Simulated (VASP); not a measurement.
# BeS (F-43m) in VASP: further runs

Runs on BeS. Level: PBE. Tasks: G0W0 quasiparticle levels.

All numbers are computed with VASP 6.6.1; they aren't measurements. Logs are shortened: lines on timing, memory, paths and dates and some standing lists are left out, and cuts for length are marked.

### 1 The cell of the first run

It takes space group F-43m (No. 216, cubic). Conventional cell: a = 4.869 Å, b = 4.869 Å, c = 4.869 Å, α = 90.00°, β = 90.00°, γ = 90.00°. Within 2.8 Å of Be (site symmetry -43m) lie 4 S at 2.11 Å. S (site symmetry -43m) has 4 Be at 2.11 Å within 2.8 Å.

### 2 G0W0 quasiparticle levels, PBE

File POSCAR:

```
BeS
1.0
    0.0000000000      2.4343062304      2.4343062304
    2.4343062304      0.0000000000      2.4343062304
    2.4343062304      2.4343062304      0.0000000000
Be S
1 1
Direct
    0.0000000000      0.0000000000      0.0000000000
    0.2500000000      0.2500000000      0.2500000000
```

File INCAR.step1:

```
ALGO = Normal ; EDIFF = 1E-8
ENCUT = 500 ; GGA = PE
ISMEAR = 0 ; LASPH = True
LCHARG = False ; LREAL = False
LWAVE = True ; NELM = 100
PREC = Accurate ; SIGMA = 0.01
```

File INCAR.step2:

```
ALGO = Exact ; EDIFF = 1E-8
ENCUT = 500 ; GGA = PE
ISMEAR = 0 ; ISTART = 1
LASPH = True ; LCHARG = False
LOPTICS = True ; LREAL = False
LWAVE = True ; NBANDS = 94
NELM = 1 ; PREC = Accurate
SIGMA = 0.01
```

File INCAR.step3:

```
ALGO = EVGW0 ; EDIFF = 1E-8
ENCUT = 500 ; ENCUTGW = 60.0
GGA = PE ; ISMEAR = 0
ISTART = 1 ; LASPH = True
LCHARG = False ; LREAL = False
LWAVE = False ; NBANDS = 94
NBANDSGW = 12 ; NELMGW = 1
NOMEGA = 48 ; PREC = Accurate
PRECFOCK = Fast ; SIGMA = 0.01
```

File KPOINTS:

```
k-points
0
Gamma
  4 4 4
```

Potentials or basis: VASP PAW PBE potentials, release 64 (Be_GW, S_GW).

Launch:

```bash
$ cat potpaw_PBE.64/Be_GW/POTCAR potpaw_PBE.64/S_GW/POTCAR > POTCAR
$ cp INCAR.step1 INCAR
$ mpirun -np 1 vasp_std > vasp.out
$ cp INCAR.step2 INCAR
$ mpirun -np 1 vasp_std > vasp.out
$ cp INCAR.step3 INCAR
$ mpirun -np 1 vasp_std > vasp.out
```

OUTCAR:

```text
EDIFF = 1E-8
   ENCUT = 500
   ENCUTGW = 60.0
   GGA = PE
   ISMEAR = 0
   ISTART = 1
   LASPH = True
   LREAL = False
   NELMGW = 1
   PREC = Accurate
   PRECFOCK = Fast

 ion  position               nearest neighbor table
   1  0.000  0.000  0.000-   2 2.11   2 2.11   2 2.11   2 2.11
   2  0.250  0.250  0.250-   1 2.11   1 2.11   1 2.11   1 2.11

  LATTYP: Found a face centered cubic cell.
 ALAT       =     4.8686124608

  Lattice vectors:

 A1 = (   0.0000000000,   2.4343062304,   2.4343062304)
 A2 = (   2.4343062304,   0.0000000000,   2.4343062304)
 A3 = (   2.4343062304,   2.4343062304,   0.0000000000)

Analysis of symmetry for initial positions (statically):
=====================================================================
 Subroutine PRICEL returns:
 Original cell was already a primitive cell.

 Routine SETGRP: Setting up the symmetry group for a
 face centered cubic supercell.

 Subroutine GETGRP returns: Found 24 space group operations
 (whereof 24 operations were pure point group operations)
 out of a pool of 48 trial point group operations.

The static configuration has the point symmetry T_d .

Analysis of symmetry for dynamics (positions and initial velocities):
=====================================================================
 Subroutine PRICEL returns:
 Original cell was already a primitive cell.

 Routine SETGRP: Setting up the symmetry group for a
 face centered cubic supercell.

 Subroutine GETGRP returns: Found 24 space group operations
 (whereof 24 operations were pure point group operations)
 out of a pool of 48 trial point group operations.

The dynamic configuration has the point symmetry T_d .

 Subroutine INISYM returns: Found 24 space group operations
 (whereof 24 operations are pure point group operations),
 and found     1 'primitive' translations

----------------------------------------------------------------------------------------

[... 73 lines left out ...]
   ENCUT  =  500.0 eV  36.75 Ry    6.06 a.u.   6.28  6.28  6.28*2*pi/ulx,y,z
   NELM   =     60;   NELMIN=  2; NELMDL=  0     # of ELM steps
   EDIFF  = 0.1E-07   stopping-criterion for ELM
   LREAL  =      F    real-space projection
   EDIFFG = 0.1E-06   stopping-criterion for IOM
   NSW    =      0    number of steps for IOM
   IBRION =     -1    ionic relax: 0-MD 1-quasi-New 2-CG
   NFREE  =      0    steps in history (QN), initial steepest desc. (CG)
   ISIF   =      0    stress and relaxation
   ISYM   =      3    0-nonsym 1-usesym 2-fastsym
   POTIM  = 0.5000    time-step for ionic-motion
   TEBEG  =    0.0;   TEEND  =   0.0 temperature during run
   PSTRESS=    0.0 pullay stress
   NELECT =       8.0000    total number of electrons
   NUPDOWN=      -1.0000    fix difference up-down
   EMIN   =  10.00;   EMAX   =-10.00  energy-range for DOS
   EFERMI =   0.00;   METHOD = LEGACY
   ISMEAR =     0;   SIGMA  =   0.01  broadening in eV -4-tet -1-fermi 0-gaus
   EFERMI_NEDOS =   21; number of points for ismear=-14 and -15
   IALGO  =     38    algorithm
   IMIX   =      4    mixing-type and parameters
     AMIX     =   0.40;   BMIX     =  1.00
     AMIX_MAG =   1.60;   BMIX_MAG =  1.00
  volume/ion in A,a.u.               =      14.43        97.35
  Fermi-wavevector in a.u.,A,eV,Ry     =   1.067545  2.017368 15.505918  1.139653
  Thomas-Fermi vector in A             =   2.203165
   LORBIT       =      0    0 simple, 1 ext, 2 COOP (PROOUT), +10 PAW based schemes
   GGA     = PE    functional components
   LHFCALC =     T    Hartree Fock is set to
   PRECFOCK=fast      Normal, Fast or Accurate (Low or Medium for compatibility)
   ENCUT4O =  -1.0   cutoff for four orbital integrals eV
   NKREDX  =     1    reduce k-point grid by
   NKREDY  =     1    reduce k-point grid by
   NKREDZ  =     1    reduce k-point grid by
   AEXX    =    1.0000 exact exchange contribution
   HFSCREEN=    0.0000 screening length (either q_TF or 0.3 A-1)
   HFSCREENC=   0.0000 screening length for correlation (either q_TF or 0.3 A-1)
   ENCUTFOCK=  -1.0 apply spherical cutoff to Coloumb kernel
   IVDW    =     0    specifies the selected vdW correction
   LEPSILON=     F    determine dielectric tensor
   LRPA    =     F    only Hartree local field effects (RPA)
   LRPAFORCE           =     F    calculate RPA forces
   ENCUTGW             =  60.0    cutoff for response function in eV
   ENCUTGWSOFT         =  48.0    soft cutoff for Coulomb kernel in GW response function in eV
   ENCUTLF             =  -1.0    cutoff for local field effects
   NELMGW              =     1    number of iterations in solving QP/BSE equation
   NELMHF              =     1    number of iterations in the inner HF iteration
   NKREDLFX            =     1    NKREDLFY  =   1   NKREDLFZ  =   1
 non-spin polarized calculation
 Gauss-broadening in eV      SIGMA  =   0.01
  energy-cutoff  :      500.00
  volume of cell :       28.85
 maximum number of plane-waves:       754
 NGX is ok and might be reduce to    28
  NGX = 14; NGY = 14; NGZ = 14
   NGX = 13   NGY = 13   NGZ = 13
 maximum number of plane-waves:        34
 NGX is ok and might be reduce to    10

 QP shifts <psi_nk| G(iteration)W_0 |psi_nk>: iteration 1
 for sc-GW calculations column KS-energies equals QP-energies in previous step
 and V_xc(KS)=  KS-energies - (<T + V_ion + V_H > + <T+V_H+V_ion>^1  + <V_x>^1)

 k-point   1 :       0.0000    0.0000    0.0000
  band No.  KS-energies  QP-energies   sigma(KS)   V_xc(KS)     V^pw_x(r,r')   Z            occupation Imag(sigma)

      1      -9.9238     -10.6441     -13.7287     -12.7969     -21.3167       0.7731       2.0000       1.5971
      2       3.6985       3.1299     -14.4209     -13.7029     -16.6002       0.7920       2.0000       0.0766
      3       3.6985       3.1299     -14.4209     -13.7029     -16.6002       0.7920       2.0000       0.0766
      4       3.6985       3.1299     -14.4209     -13.7029     -16.6002       0.7920       2.0000       0.0766
      5       9.3382      10.2004      -9.4353     -10.5184      -5.2071       0.7960       0.0000      -0.0860
      6       9.3382      10.2004      -9.4353     -10.5184      -5.2071       0.7960       0.0000      -0.0860
      7       9.3382      10.2004      -9.4353     -10.5184      -5.2071       0.7960       0.0000      -0.0860
      8       9.4800      10.0778      -9.6668     -10.4162      -5.2385       0.7977       0.0000      -0.0953
      9      16.3137      17.3363     -10.1076     -11.4347      -4.9428       0.7705       0.0000      -0.2056
     10      16.3137      17.3363     -10.1076     -11.4347      -4.9428       0.7705       0.0000      -0.2056
     11      18.4840      18.5224      -8.4744      -8.5247      -2.3184       0.7614       0.0000      -0.4883
     12      20.1712      20.3830      -8.4032      -8.6744      -2.2504       0.7812       0.0000      -0.5665
[... 100 lines left out ...]
      1      -7.7559      -8.1212     -14.4357     -13.9285     -21.5811       0.7202       2.0000       1.0549
      2      -0.5221      -1.5247     -13.3215     -11.9915     -16.6418       0.7538       2.0000       0.1433
      3      -0.1174      -1.0583     -13.0319     -11.8017     -15.9977       0.7648       2.0000       0.1248
      4       0.3978      -0.4723     -12.8550     -11.7282     -15.5647       0.7721       2.0000       0.1100
      5      10.1403      10.7420      -9.7558     -10.5107      -5.6277       0.7971       0.0000      -0.0931
      6      11.7545      12.4661      -9.1961     -10.0920      -4.6353       0.7943       0.0000      -0.1104
      7      12.0695      12.8299      -9.2425     -10.2212      -4.1861       0.7769       0.0000      -0.1343
      8      12.4441      13.4440     -10.5072     -11.8058      -5.6127       0.7700       0.0000      -0.1353
      9      17.8162      18.9523     -10.4058     -11.9142      -4.5042       0.7532       0.0000      -0.3488
     10      17.9928      18.7985     -10.4091     -11.4961      -4.1889       0.7413       0.0000      -0.4337
     11      20.4504      21.5607     -10.3481     -11.8088      -4.0217       0.7601       0.0000      -0.5599
     12      22.0868      22.6891      -9.7898     -10.5489      -3.4749       0.7936       0.0000      -0.8526
```

OUTCAR.step1:

```text
EDIFF = 1E-8
   ENCUT = 500
   GGA = PE
   ISMEAR = 0
   LASPH = True
[... 290 lines left out ...]
 -----------------------------------------------------------------------------------
      0.00000      0.00000      0.00000         0.000000      0.000000      0.000000
      1.21715      1.21715      1.21715        -0.000000     -0.000000     -0.000000
 -----------------------------------------------------------------------------------
    total drift:                                0.000000      0.000000      0.000000

  FREE ENERGIE OF THE ION-ELECTRON SYSTEM (eV)
  ---------------------------------------------------
  free  energy   TOTEN  =        -9.9067420315 eV

  energy  without entropy=       -9.9067420315  energy(sigma->0) =       -9.90674203
```

Run time: 44 s. Hardware: 1 thread of AMD EPYC 9R45 (Zen 5), shared host; peak memory 0.22 GiB.

Results:

```yaml
Band_gap_on_the_k_mesh_mean-field_level: 3.12 eV, indirect (least direct gap 5.64 eV)
Quasiparticle_gap: 4.08 eV
Least_direct_quasiparticle_gap: 6.95 eV
```

Levels at points of the mesh, in eV from the valence-band top:
```tsv
k point	band 1	band 2	band 3	band 4	band 5	band 6	band 7	band 8
(0.00, 0.00, 0.00)	-13.62	0.00	0.00	0.00	5.64	5.64	5.64	5.78
(0.50, 0.00, 0.00)	-12.04	-5.73	-1.02	-1.02	5.41	6.53	6.53	11.15
(0.50, 0.50, 0.00)	-11.51	-4.97	-2.61	-2.61	3.12	4.90	12.62	12.62
```

Caveat: the k points lie up to 0.56 Å⁻¹ apart; bands, screening cutoff and mesh are small and nothing is extrapolated, so the quasiparticle values aren't converged. A k mesh can miss the band edges.

### 3 G0W0 quasiparticle levels, PBE

POSCAR is that of step 2.

File INCAR.step1:

```
ALGO = Normal
EDIFF = 1E-8
ENCUT = 500
GGA = PE
ISMEAR = 0
LASPH = T
LCHARG = F
LREAL = F
LWAVE = T
NELM = 100
PREC = Accurate
SIGMA = 0.01
```

File INCAR.step2:

```
ALGO = Exact
EDIFF = 1E-8
ENCUT = 500
GGA = PE
ISMEAR = 0
ISTART = 1
LASPH = T
LCHARG = F
LOPTICS = T
LREAL = F
LWAVE = T
NBANDS = 64
NELM = 1
PREC = Accurate
SIGMA = 0.01
```

File INCAR.step3:

```
ALGO = EVGW0
EDIFF = 1E-8
ENCUT = 500
ENCUTGW = 80.0
GGA = PE
ISMEAR = 0
ISTART = 1
LASPH = T
LCHARG = F
LREAL = F
LWAVE = F
NBANDS = 64
NBANDSGW = 12
NELMGW = 1
NOMEGA = 48
PREC = Accurate
PRECFOCK = Fast
SIGMA = 0.01
```

KPOINTS is that of step 2.

Potentials or basis: VASP PAW PBE potentials, release 64 (Be_GW, S_GW).

Launch:

```bash
$ cat potpaw_PBE.64/Be_GW/POTCAR potpaw_PBE.64/S_GW/POTCAR > POTCAR
$ cp INCAR.step1 INCAR
$ mpirun -np 1 vasp_std > vasp.out
$ cp INCAR.step2 INCAR
$ mpirun -np 1 vasp_std > vasp.out
$ cp INCAR.step3 INCAR
$ mpirun -np 1 vasp_std > vasp.out
```

OUTCAR:

```text
EDIFF = 1E-8
   ENCUT = 500
   ENCUTGW = 80.0
   GGA = PE
   ISMEAR = 0
   ISTART = 1
   LASPH = T
   LREAL = F
   NELMGW = 1
   PREC = Accurate
   PRECFOCK = Fast

 ion  position               nearest neighbor table
   1  0.000  0.000  0.000-   2 2.11   2 2.11   2 2.11   2 2.11
   2  0.250  0.250  0.250-   1 2.11   1 2.11   1 2.11   1 2.11

  LATTYP: Found a face centered cubic cell.
 ALAT       =     4.8686124608

  Lattice vectors:

 A1 = (   0.0000000000,   2.4343062304,   2.4343062304)
 A2 = (   2.4343062304,   0.0000000000,   2.4343062304)
 A3 = (   2.4343062304,   2.4343062304,   0.0000000000)

Analysis of symmetry for initial positions (statically):
=====================================================================
 Subroutine PRICEL returns:
 Original cell was already a primitive cell.

 Routine SETGRP: Setting up the symmetry group for a
 face centered cubic supercell.

 Subroutine GETGRP returns: Found 24 space group operations
 (whereof 24 operations were pure point group operations)
 out of a pool of 48 trial point group operations.

The static configuration has the point symmetry T_d .

Analysis of symmetry for dynamics (positions and initial velocities):
=====================================================================
 Subroutine PRICEL returns:
 Original cell was already a primitive cell.

 Routine SETGRP: Setting up the symmetry group for a
[... 105 lines left out ...]
   EFERMI_NEDOS =   21; number of points for ismear=-14 and -15
   IALGO  =     38    algorithm
   IMIX   =      4    mixing-type and parameters
     AMIX     =   0.40;   BMIX     =  1.00
     AMIX_MAG =   1.60;   BMIX_MAG =  1.00
  volume/ion in A,a.u.               =      14.43        97.35
  Fermi-wavevector in a.u.,A,eV,Ry     =   1.067545  2.017368 15.505918  1.139653
  Thomas-Fermi vector in A             =   2.203165
   LORBIT       =      0    0 simple, 1 ext, 2 COOP (PROOUT), +10 PAW based schemes
   GGA     = PE    functional components
   LHFCALC =     T    Hartree Fock is set to
   PRECFOCK=fast      Normal, Fast or Accurate (Low or Medium for compatibility)
   ENCUT4O =  -1.0   cutoff for four orbital integrals eV
   NKREDX  =     1    reduce k-point grid by
   NKREDY  =     1    reduce k-point grid by
   NKREDZ  =     1    reduce k-point grid by
   AEXX    =    1.0000 exact exchange contribution
   HFSCREEN=    0.0000 screening length (either q_TF or 0.3 A-1)
   HFSCREENC=   0.0000 screening length for correlation (either q_TF or 0.3 A-1)
   ENCUTFOCK=  -1.0 apply spherical cutoff to Coloumb kernel
   IVDW    =     0    specifies the selected vdW correction
   LEPSILON=     F    determine dielectric tensor
   LRPA    =     F    only Hartree local field effects (RPA)
   LRPAFORCE           =     F    calculate RPA forces
   ENCUTGW             =  80.0    cutoff for response function in eV
   ENCUTGWSOFT         =  64.0    soft cutoff for Coulomb kernel in GW response function in eV
   ENCUTLF             =  -1.0    cutoff for local field effects
   NELMGW              =     1    number of iterations in solving QP/BSE equation
   NELMHF              =     1    number of iterations in the inner HF iteration
   NKREDLFX            =     1    NKREDLFY  =   1   NKREDLFZ  =   1
 non-spin polarized calculation
 Gauss-broadening in eV      SIGMA  =   0.01
  energy-cutoff  :      500.00
  volume of cell :       28.85
 maximum number of plane-waves:       754
 NGX is ok and might be reduce to    28
  NGX = 14; NGY = 14; NGZ = 14
   NGX = 13   NGY = 13   NGZ = 13
 maximum number of plane-waves:        59
 NGX is ok and might be reduce to    10

 QP shifts <psi_nk| G(iteration)W_0 |psi_nk>: iteration 1
 for sc-GW calculations column KS-energies equals QP-energies in previous step
 and V_xc(KS)=  KS-energies - (<T + V_ion + V_H > + <T+V_H+V_ion>^1  + <V_x>^1)

 k-point   1 :       0.0000    0.0000    0.0000
  band No.  KS-energies  QP-energies   sigma(KS)   V_xc(KS)     V^pw_x(r,r')   Z            occupation Imag(sigma)

      1      -9.9238     -10.7073     -13.8204     -12.7969     -21.3167       0.7656       2.0000       1.5958
      2       3.6985       3.0335     -14.5465     -13.7029     -16.6002       0.7884       2.0000       0.0697
      3       3.6985       3.0335     -14.5465     -13.7029     -16.6002       0.7884       2.0000       0.0697
      4       3.6985       3.0335     -14.5465     -13.7029     -16.6002       0.7884       2.0000       0.0697
      5       9.3382      10.1862      -9.4517     -10.5184      -5.2071       0.7949       0.0000      -0.0896
      6       9.3382      10.1862      -9.4517     -10.5184      -5.2071       0.7949       0.0000      -0.0896
      7       9.3382      10.1862      -9.4517     -10.5184      -5.2071       0.7949       0.0000      -0.0896
      8       9.4800      10.0923      -9.6466     -10.4162      -5.2385       0.7955       0.0000      -0.0991
      9      16.3137      17.3192     -10.1288     -11.4347      -4.9428       0.7700       0.0000      -0.2088
     10      16.3137      17.3192     -10.1288     -11.4347      -4.9428       0.7700       0.0000      -0.2088
     11      18.4840      18.5737      -8.4064      -8.5247      -2.3184       0.7581       0.0000      -0.4789
     12      20.1712      20.4124      -8.3652      -8.6744      -2.2504       0.7803       0.0000      -0.5685
[... 100 lines left out ...]
      1      -7.7559      -8.2147     -14.5682     -13.9285     -21.5811       0.7171       2.0000       1.0595
      2      -0.5221      -1.5993     -13.4236     -11.9915     -16.6418       0.7522       2.0000       0.1357
      3      -0.1174      -1.1240     -13.1204     -11.8017     -15.9977       0.7633       2.0000       0.1178
      4       0.3978      -0.5407     -12.9458     -11.7282     -15.5647       0.7707       2.0000       0.1027
      5      10.1403      10.7301      -9.7699     -10.5107      -5.6277       0.7962       0.0000      -0.0963
      6      11.7545      12.4738      -9.1859     -10.0920      -4.6353       0.7938       0.0000      -0.1131
      7      12.0695      12.8326      -9.2379     -10.2212      -4.1861       0.7760       0.0000      -0.1374
      8      12.4441      13.4063     -10.5538     -11.8058      -5.6127       0.7685       0.0000      -0.1391
      9      17.8162      18.9354     -10.4235     -11.9142      -4.5042       0.7508       0.0000      -0.3548
     10      17.9928      18.7726     -10.4409     -11.4961      -4.1889       0.7391       0.0000      -0.4402
     11      20.4504      21.5495     -10.3617     -11.8088      -4.0217       0.7595       0.0000      -0.5703
     12      22.0868      22.6952      -9.7818     -10.5489      -3.4749       0.7932       0.0000      -0.8577
```

Run time: 1.7 min. Hardware: 1 thread of Intel Xeon 8259CL, shared host; peak memory 0.25 GiB.

What came out:

```
Band gap on the k mesh, mean-field level : 3.12 eV, indirect (least direct gap 5.64 eV)
Quasiparticle gap                        : 4.19 eV
Least direct quasiparticle gap           : 7.04 eV
```

Levels at points of the mesh, in eV from the valence-band top:
```csv
k point,band 1,band 2,band 3,band 4,band 5,band 6,band 7,band 8
"(0.00, 0.00, 0.00)",-13.62,0.00,0.00,0.00,5.64,5.64,5.64,5.78
"(0.50, 0.00, 0.00)",-12.04,-5.73,-1.02,-1.02,5.41,6.53,6.53,11.15
"(0.50, 0.50, 0.00)",-11.51,-4.97,-2.61,-2.61,3.12,4.90,12.62,12.62
```

Caveat: the k points lie up to 0.56 Å⁻¹ apart; bands, screening cutoff and mesh are small and nothing is extrapolated, so the quasiparticle values aren't converged. A k mesh can miss the band edges.
